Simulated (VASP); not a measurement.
A run of VASP 6.6.1 is set up as follows.

File POSCAR:

```
HfRh3
1.0
    3.8581421691      0.0000000000      0.0000000000
    0.0000000000      3.8581421691      0.0000000000
    0.0000000000      0.0000000000      3.8581421691
Hf Rh
1 3
Direct
    0.0000000000      0.0000000000      0.0000000000
    0.0000000000      0.5000000000      0.5000000000
    0.5000000000      0.0000000000      0.5000000000
    0.5000000000      0.5000000000      0.0000000000
```

File INCAR.step1:

```
SYSTEM = HfRh3
PREC = Accurate
ENCUT = 520
ISMEAR = 1
SIGMA = 0.15
LREAL = .FALSE.
LASPH = .TRUE.
NELM = 100
NBANDS = 36
GGA = PE
ALGO = Normal
EDIFF = 1E-4
LWAVE = .TRUE.
LCHARG = .FALSE.
```

Contents of INCAR.step2:

```
SYSTEM = HfRh3
PREC = Accurate
ENCUT = 520
EDIFF = 1E-6
ISMEAR = 1
SIGMA = 0.15
LREAL = .FALSE.
LASPH = .TRUE.
NELM = 100
ALGO = Normal
ISIF = 2
LWAVE = .FALSE.
LCHARG = .FALSE.
METAGGA = R2SCAN
LMIXTAU = .TRUE.
NBANDS = 36
ISTART = 1
```

File KPOINTS:

```
Automatic mesh
0
G
  6 6 6
  0 0 0
```

Potentials or basis: VASP PAW PBE potentials, release 64 (Hf_pv, Rh_pv).

Launch:

```bash
$ cat potpaw_PBE.64/Hf_pv/POTCAR potpaw_PBE.64/Rh_pv/POTCAR > POTCAR
$ cp INCAR.step1 INCAR
$ mpirun -np 1 vasp_std > vasp.out
$ cp INCAR.step2 INCAR
$ mpirun -np 1 vasp_std > vasp.out
```

Q: Predict the pressure.

A: 11.3 GPa.

Caveat: the PAW data sets were made with another functional, which shifts forces and pressure a little.
